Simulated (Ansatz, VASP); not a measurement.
# Two plane-wave programs on Mg3TeSe2

File INCAR:

```
SYSTEM = Mg3TeSe2
PREC = Accurate
ENCUT = 600
EDIFF = 1E-6
ISMEAR = 0
SIGMA = 0.02
LREAL = .False.
LASPH = .True.
NELM = 100
ALGO = Normal
ISIF = 3
LWAVE = .False.
LCHARG = .False.
GGA = PE
IBRION = 2
NSW = 100
EDIFFG = -0.01
```

The input KPOINTS:

```
regular mesh
0
Gamma
  12 12 4
  0 0 0
```

File POSCAR:

```
Mg3TeSe2
1.0
    4.0109396276      0.0000000000      0.0000000000
   -2.0054698138      3.4735756105      0.0000000000
    0.0000000000      0.0000000000      9.8192260797
Mg Te Se
3 1 2
Direct
    0.3333333333      0.6666666667      0.1816794331
    0.6666666667      0.3333333333      0.8183205669
    0.0000000000      0.0000000000      0.5000000000
    0.0000000000      0.0000000000      0.0000000000
    0.3333333333      0.6666666667      0.6594291615
    0.6666666667      0.3333333333      0.3405708385
```

Input for Ansatz:

```yaml
crystal:
  lattice:
    - [4.0109396276, 0.0, 0.0]
    - [-2.0054698138, 3.4735756105, 0.0]
    - [0.0, 0.0, 9.8192260797]
  atoms:
    - { symbol: Mg, position: [0.3333333333, 0.6666666667, 0.1816794331] }
    - { symbol: Mg, position: [0.6666666667, 0.3333333333, 0.8183205669] }
    - { symbol: Mg, position: [0.0, 0.0, 0.5] }
    - { symbol: Te, position: [0.0, 0.0, 0.0] }
    - { symbol: Se, position: [0.3333333333, 0.6666666667, 0.6594291615] }
    - { symbol: Se, position: [0.6666666667, 0.3333333333, 0.3405708385] }
basis:
  ecutwfc: 420
kpoints:
  mp_grid: { grid: [12, 12, 4] }
hamiltonian:
  xc: pbe
scf:
  occupations: { method: gaussian, width: 0.02 }
output:
  forces: true
  stress: true
  eigenvalues: true
  write_density: true
  write_potential: true
  elf: true
  volumetric_format: npy
relax:
  adjacent_minimum: "off"
  f_tol: 0.01
  max_steps: 80
  cell: { stress_tol: 0.05 }
```

Change from the starting cell: species swapped into the InSn2Te3 type (P-3m1, No. 164).

Alike in both runs: task relaxation of cell and atoms; functional PBE; k mesh 12 × 12 × 4; occupations gaussian, width 0.02 eV; no spin polarisation.

|  | VASP | Ansatz |
| --- | --- | --- |
| version | VASP 6.6.1 | Ansatz 0.2.0 |
| potentials or method | VASP PAW PBE potentials, release 64 (Mg, Te, Se), cutoff 600 eV | scalar-relativistic, plane waves, PAW |
| valence electrons in the cell | 24 | 78 |

```csv
,VASP,Ansatz,Ansatz less VASP
"gap on the k mesh at the Fermi level, each at its own relaxed structure (eV)",0.48,0.50,+0.023
relaxed volume (Å³/atom),22.73,22.77,+0.047
relaxed cell length with the largest relative difference (Å),9.812,9.823,+0.0105
```

VASP's potentials hold 24 valence electrons a cell and Ansatz's 78, so a difference there can come from the potentials and not from the codes.

Neither program's run includes spin-orbit coupling.
